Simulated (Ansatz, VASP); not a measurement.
## One calculation of SiC, two programs

Contents of POSCAR:

```
SiC
1.0
    0.0000000000      2.1781449855      2.1781449855
    2.1781449855      0.0000000000      2.1781449855
    2.1781449855      2.1781449855      0.0000000000
Si C
1 1
Direct
    0.0000000000      0.0000000000      0.0000000000
    0.7500000000      0.7500000000      0.7013044274
```

Contents of INCAR.step1:

```
PREC = Accurate ; ENCUT = 520
ISMEAR = 0 ; SIGMA = 0.05
LREAL = F ; LASPH = T
NELM = 80 ; NBANDS = 11
GGA = PE ; ALGO = Normal
EDIFF = 1E-4 ; LWAVE = T
LCHARG = F
```

File INCAR.step2:

```
PREC = Accurate ; ENCUT = 520
EDIFF = 1E-6 ; ISMEAR = 0
SIGMA = 0.05 ; LREAL = F
LASPH = T ; NELM = 80
ALGO = Normal ; ISIF = 2
LWAVE = F ; LCHARG = F
METAGGA = R2SCAN ; LMIXTAU = T
NBANDS = 11 ; ISTART = 1
```

File KPOINTS:

```
regular mesh
0
Gamma
  10 10 10
```

Input for Ansatz:

```yaml
crystal:
  lattice:
    - [0.0, 2.1781449855, 2.1781449855]
    - [2.1781449855, 0.0, 2.1781449855]
    - [2.1781449855, 2.1781449855, 0.0]
  atoms:
    - { symbol: Si, position: [0.0, 0.0, 0.0] }
    - { symbol: C, position: [0.75, 0.75, 0.7013044274] }
basis:
  ecutwfc: 500
kpoints:
  mp_grid: { grid: [10, 10, 10] }
hamiltonian:
  xc: r2scan
scf:
  occupations: { method: gaussian, width: 0.05 }
output:
  forces: true
  stress: true
  eigenvalues: true
```

Alike in both runs: task single point; functional r2SCAN; k mesh 10 × 10 × 10; occupations gaussian, width 0.05 eV; no spin polarisation.

|  | VASP | Ansatz |
| --- | --- | --- |
| version | VASP 6.6.1 | Ansatz 0.2.0 |
| potentials or method | VASP PAW PBE potentials, release 64 (Si, C), cutoff 520 eV | scalar-relativistic, plane waves, PAW |
| valence electrons in the cell | 8 | 8 |

```csv
,VASP,Ansatz,Ansatz less VASP
gap on the k mesh at the Fermi level (eV),0.98,0.97,-0.009
least direct gap on the mesh (eV),4.73,4.72,-0.013
pressure (GPa),2.6,2.8,+0.21
"traceless stress, the component that is largest in VASP (GPa)",-6.62,-6.68,-0.062
rms of the force components (eV/Å),1.792,1.797,+0.0051
```

VASP's potentials were made for PBE, not for r2SCAN. Atom by atom the forces differ by 0.005 eV/Å (rms over components). The functional is the same, so the differences come from potentials, cutoffs and numerics.
